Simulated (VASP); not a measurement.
# Ag (I4/mmm) in VASP: a series of runs

Ag is run at these levels: r2SCAN; tasks: single point.

Everything below comes from runs of VASP 6.6.1. Logs are shortened: lines on timing, memory, paths and dates and some standing lists are left out, and cuts for length are marked.

**1. The cell of the first run**

The structure is tetragonal, space group I4/mmm (No. 139). The conventional cell has a = 2.889 Å, b = 2.889 Å, c = 3.964 Å, α = 90.00°, β = 90.00°, γ = 90.00°. Within 3.8 Å of Ag (site symmetry 4/mmm) lie 12 Ag at 2.85 to 2.89 Å.

**2. Single point, r2SCAN (strain +0.000 along x and y, -0.030 along z)**

File POSCAR:

```
Ag
1.0
    0.0000000000      2.0431000000      1.9818070000
    2.0431000000      0.0000000000      1.9818070000
    2.0431000000      2.0431000000      0.0000000000
Ag
1
Direct
    0.0000000000      0.0000000000      0.0000000000
```

File INCAR.step1:

```
ALGO = Normal
EDIFF = 1E-4
ENCUT = 520
GGA = PE
ISMEAR = 0
LASPH = True
LCHARG = False
LREAL = False
LWAVE = True
NBANDS = 12
NELM = 60
PREC = Accurate
SIGMA = 0.15
```

File INCAR.step2:

```
ALGO = Normal
EDIFF = 1E-6
ENCUT = 520
ISIF = 2
ISMEAR = 0
ISTART = 1
LASPH = True
LCHARG = False
LMIXTAU = True
LREAL = False
LWAVE = False
METAGGA = R2SCAN
NBANDS = 12
NELM = 60
PREC = Accurate
SIGMA = 0.15
```

File KPOINTS:

```
k-points
0
Gamma
  20 20 20
```

Potentials or basis: VASP PAW PBE potentials, release 64 (Ag).

Command:

```bash
> cat potpaw_PBE.64/Ag/POTCAR > POTCAR
> cp INCAR.step1 INCAR
> mpirun -np 1 vasp_std > vasp.out
> cp INCAR.step2 INCAR
> mpirun -np 1 vasp_std > vasp.out
```

OUTCAR:

```text
EDIFF = 1E-6
   ENCUT = 520
   ISIF = 2
   ISMEAR = 0
   ISTART = 1
   LASPH = True
   LREAL = False
   METAGGA = R2SCAN
   NELM = 60
   PREC = Accurate

 ion  position               nearest neighbor table
   1  0.000  0.000  0.000-

  LATTYP: Found a body centered tetragonal cell.
 ALAT       =     2.8893797293
 C/A-ratio  =     1.3717871555

  Lattice vectors:

 A1 = (   0.0000000000,  -2.0431000000,  -1.9818070000)
 A2 = (   0.0000000000,   2.0431000000,  -1.9818070000)
 A3 = (   2.0431000000,   0.0000000000,   1.9818070000)

Analysis of symmetry for initial positions (statically):
=====================================================================
 Subroutine PRICEL returns:
 Original cell was already a primitive cell.

 Routine SETGRP: Setting up the symmetry group for a
 body centered tetragonal supercell.

 Subroutine GETGRP returns: Found 16 space group operations
 (whereof 16 operations were pure point group operations)
 out of a pool of 16 trial point group operations.

The static configuration has the point symmetry D_4h.

Analysis of symmetry for dynamics (positions and initial velocities):
=====================================================================
 Subroutine PRICEL returns:
 Original cell was already a primitive cell.

 Routine SETGRP: Setting up the symmetry group for a
 body centered tetragonal supercell.

 Subroutine GETGRP returns: Found 16 space group operations
 (whereof 16 operations were pure point group operations)
 out of a pool of 16 trial point group operations.

The dynamic configuration has the point symmetry D_4h.

 Subroutine INISYM returns: Found 16 space group operations
 (whereof 16 operations are pure point group operations),
 and found     1 'primitive' translations

----------------------------------------------------------------------------------------

                                     Primitive cell

  volume of cell :      16.5451

  direct lattice vectors                    reciprocal lattice vectors
     0.000000000  2.043100000  1.981807000    -0.244726151  0.244726151  0.252295001
     2.043100000  0.000000000  1.981807000     0.244726151 -0.244726151  0.252295001
     2.043100000  2.043100000  0.000000000     0.244726151  0.244726151 -0.252295001

  length of vectors
     2.846369020  2.846369020  2.889379729     0.428292594  0.428292594  0.428292594

  position of ions in fractional coordinates (direct lattice)
     0.000000000  0.000000000  0.000000000

  ion indices of the primitive-cell ions
   primitive index   ion index
                 1           1

----------------------------------------------------------------------------------------

 KPOINTS: k-points

Automatic generation of k-mesh.
 Grid dimensions read from file:
 generate k-points for:   20   20   20

 Generating k-lattice:

  Cartesian coordinates                     Fractional coordinates (reciprocal lattice)
    -0.012236308  0.012236308  0.012614750     0.050000000  0.000000000  0.000000000
     0.012236308 -0.012236308  0.012614750     0.000000000  0.050000000  0.000000000
     0.012236308  0.012236308 -0.012614750     0.000000000  0.000000000  0.050000000

  Length of vectors
     0.021414630  0.021414630  0.021414630

  Shift w.r.t. Gamma in fractional coordinates (k-lattice)
     0.000000000  0.000000000  0.000000000

 Subroutine IBZKPT returns following result:
 ===========================================

 Found    641 irreducible k-points:

 Following reciprocal coordinates:
            Coordinates               Weight
  0.000000  0.000000  0.000000      1.000000
  0.050000  0.000000  0.000000      8.000000
  0.100000  0.000000  0.000000      8.000000
  0.150000  0.000000  0.000000      8.000000
  0.200000  0.000000  0.000000      8.000000
  0.250000  0.000000  0.000000      8.000000
[... 16 lines left out ...]
 -0.400000  0.050000  0.000000      8.000000
 -0.350000  0.050000  0.000000      8.000000
 [... further k-points ...]
   k-points           NKPTS =    641   k-points in BZ     NKDIM =    641   number of bands    NBANDS=     12
   number of dos      NEDOS =    301   number of ions     NIONS =      1
   total plane-waves  NPLWV =  13824
   dimension x,y,z NGX =    24 NGY =   24 NGZ =   24
   dimension x,y,z NGXF=    48 NGYF=   48 NGZF=   48
   ions per type =               1
   NGX,Y,Z   is equivalent  to a cutoff of  14.02, 14.02, 13.81 a.u.
   NGXF,Y,Z  is equivalent  to a cutoff of  28.04, 28.04, 27.62 a.u.
 SYSTEM =  unknown system
   PREC   = accura    normal or accurate (medium, high low for compatibility)
   ISTART =      1    job   : 0-new  1-cont  2-samecut
   ICHARG =      0    charge: 1-file 2-atom 10-const
   ISPIN  =      1    spin polarized calculation?
   LNONCOLLINEAR =      F non collinear calculations
   LSORBIT =      F    spin-orbit coupling
   LASPH  =      T    aspherical Exc in radial PAW
   ENCUT  =  520.0 eV  38.22 Ry    6.18 a.u.   5.29  5.29  5.37*2*pi/ulx,y,z
   NELM   =     60;   NELMIN=  2; NELMDL=  0     # of ELM steps
   EDIFF  = 0.1E-05   stopping-criterion for ELM
   LREAL  =      F    real-space projection
   EDIFFG = 0.1E-04   stopping-criterion for IOM
   NSW    =      0    number of steps for IOM
   IBRION =     -1    ionic relax: 0-MD 1-quasi-New 2-CG
   NFREE  =      0    steps in history (QN), initial steepest desc. (CG)
   ISIF   =      2    stress and relaxation
   ISYM   =      2    0-nonsym 1-usesym 2-fastsym
   POTIM  = 0.5000    time-step for ionic-motion
   TEBEG  =    0.0;   TEEND  =   0.0 temperature during run
   PSTRESS=    0.0 pullay stress
   NELECT =      11.0000    total number of electrons
   NUPDOWN=      -1.0000    fix difference up-down
   EMIN   =  10.00;   EMAX   =-10.00  energy-range for DOS
   EFERMI =   0.00;   METHOD = LEGACY
   ISMEAR =     0;   SIGMA  =   0.15  broadening in eV -4-tet -1-fermi 0-gaus
   EFERMI_NEDOS =   21; number of points for ismear=-14 and -15
   IALGO  =     38    algorithm
   IMIX   =      4    mixing-type and parameters
     AMIX     =   0.40;   BMIX     =  1.00
     AMIX_MAG =   1.60;   BMIX_MAG =  1.00
  volume/ion in A,a.u.               =      16.55       111.65
  Fermi-wavevector in a.u.,A,eV,Ry     =   1.428835  2.700107 27.777253  2.041571
  Thomas-Fermi vector in A             =   2.548854
   LORBIT       =      0    0 simple, 1 ext, 2 COOP (PROOUT), +10 PAW based schemes
   METAGGA = R2SCAN    functional components
   LHFCALC =     F    Hartree Fock is set to
   AEXX    =    0.0000 exact exchange contribution
   IVDW    =     0    specifies the selected vdW correction
   LEPSILON=     F    determine dielectric tensor
   LRPA    =     F    only Hartree local field effects (RPA)
 non-spin polarized calculation
 Gauss-broadening in eV      SIGMA  =   0.15
  energy-cutoff  :      520.00
  volume of cell :       16.55
 maximum number of plane-waves:       461
 NGX is ok and might be reduce to    24
   NGX = 11   NGY = 11   NGZ = 11

 number of electron      11.0000003 magnetization

 Free energy of the ion-electron system (eV)
  ---------------------------------------------------
  ext. energy  EPLUGINS =         0.00000000
  ---------------------------------------------------
  free energy    TOTEN  =       -21.34768421 eV

  energy without entropy =      -21.34565396  energy(sigma->0) =      -21.34666908

 E-fermi :   8.8734     XC(G=0): -13.1801

 val. band max:        8.8701912332   @ k =   0.5000   0.2500   0.1000
 cond. band min:       8.8735568516   @ k =   0.4500  -0.0000   0.3500
 fundamental gap:      0.0033656183
 Fermi energy:         8.8734465456

 k-point     1 :       0.0000    0.0000    0.0000
  band No.  band energies     occupation
      1       0.6609      2.00000
      2       3.5376      2.00000
      3       3.5376      2.00000
      4       3.7358      2.00000
      5       4.5975      2.00000
      6       4.8047      2.00000
      7      25.5958      0.00000
      8      29.3490      0.00000
      9      29.3490      0.00000
     10      29.8143      0.00000
     11      34.5294      0.00000
     12      35.5434      0.00000

 k-point     2 :       0.0500    0.0000    0.0000
  band No.  band energies     occupation
      1       0.7441      2.00000
      2       3.5325      2.00000
      3       3.5614      2.00000
      4       3.7443      2.00000
      5       4.5905      2.00000
      6       4.7932      2.00000
      7      25.6202      0.00000
      8      28.7364      0.00000
      9      29.3895      0.00000
     10      29.7278      0.00000
     11      34.7174      0.00000
     12      35.5404      0.00000

 k-point     3 :       0.1000    0.0000    0.0000
  band No.  band energies     occupation
      1       0.9858      2.00000
      2       3.5080      2.00000
      3       3.6242      2.00000
      4       3.7837      2.00000
      5       4.5780      2.00000
      6       4.7658      2.00000
      7      25.5260      0.00000
      8      27.3753      0.00000
      9      29.4957      0.00000
     10      29.7929      0.00000
     11      33.9845      0.00000
     12      35.3129      0.00000
[... 286 lines left out ...]
 k-point    23 :      -0.4000    0.0500    0.0000
  band No.  band energies     occupation
      1       2.0266      2.00000
      2       3.5488      2.00000
      3       3.6838      2.00000
      4       5.2834      2.00000
      5       5.4120      2.00000
      6       7.4076      2.00000
      7      14.4353      0.00000
      8      24.9988      0.00000
      9      27.4501      0.00000
     10      28.0093      0.00000
     11      32.6349      0.00000
     12      33.3655      0.00000

 k-point    24 :      -0.3500    0.0500    0.0000
  band No.  band energies     occupation
      1       2.0940      2.00000
      2       3.6051      2.00000
      3       3.7451      2.00000
      4       5.0716      2.00000
      5       5.2052      2.00000
      6       6.3437      2.00000
      7      16.1726      0.00000
      8      25.2917      0.00000
      9      27.6154      0.00000
     10      28.8364      0.00000
     11      32.4343      0.00000
     12      33.0789      0.00000

 [... further k-points ...]

------------------------ aborting loop because EDIFF is reached ----------------------------------------

  FORCE on cell =-STRESS in cart. coord.  units (eV):
  Direction    XX          YY          ZZ          XY          YZ          ZX
  --------------------------------------------------------------------------------------
  -------------------------------------------------------------------------------------
  Total        0.5140451      0.5140451      0.6367273      0.0000000      0.0000000     -0.0000000
  in kB       49.7784330     49.7784330     61.6585722      0.0000000      0.0000000     -0.0000000
  external PRESSURE =      53.7384794 kB  Pullay stress =       0.0000000 kB

 VOLUME and BASIS-vectors are now :
 -----------------------------------------------------------------------------
  energy-cutoff  :      520.00
  volume of cell :       16.55
      direct lattice vectors                 reciprocal lattice vectors
     0.000000000  2.043100000  1.981807000    -0.244726151  0.244726151  0.252295001
     2.043100000  0.000000000  1.981807000     0.244726151 -0.244726151  0.252295001
     2.043100000  2.043100000  0.000000000     0.244726151  0.244726151 -0.252295001

 POSITION                                       TOTAL-FORCE (eV/Angst)
 -----------------------------------------------------------------------------------
      0.00000      0.00000      0.00000         0.000000      0.000000      0.000000
 -----------------------------------------------------------------------------------
    total drift:                               -0.000000      0.000000     -0.000000

  FREE ENERGIE OF THE ION-ELECTRON SYSTEM (eV)
  ---------------------------------------------------
  free  energy   TOTEN  =       -21.3476842090 eV

  energy  without entropy=      -21.3456539579  energy(sigma->0) =      -21.34666908
```

It took 3 min on 1 thread of Intel Xeon 6975P-C (Granite Rapids), shared host; peak memory 0.24 GiB.

What came out:

| Property | Result |
| --- | --- |
| Free energy | -21.3477 eV |
| Pressure | 5.4 GPa |
| Band gap on the k mesh | zero (an odd number of electrons rules out a gap without spin polarisation) |

Levels at points of the mesh, in eV from the Fermi level:
```
           k point  band 3  band 4  band 5  band 6  band 7  band 8  band 9  band 10
(0.00, 0.00, 0.00)   -5.34   -5.14   -4.28   -4.07   16.72   20.48   20.48    20.94
(0.50, 0.00, 0.00)   -5.20   -3.36   -3.26   -0.44    3.87   15.90   18.57    19.37
(0.50, 0.50, 0.00)   -3.35   -3.07   -3.07    2.06    7.74   10.91   10.91    17.68
(0.50, 0.00, 0.50)   -3.35   -3.16   -3.01    1.50    6.94   11.46   11.52    18.23
```

Caveat: the cell differs from its parent crystal (strain +0.000 along x and y, -0.030 along z); the cell stands under pressure; the PAW data sets were made with another functional, which shifts forces and pressure a little.

(Part 1 of 2 ends here.)

The gap in the log of VASP goes by the Fermi energy; the results here count the filled bands.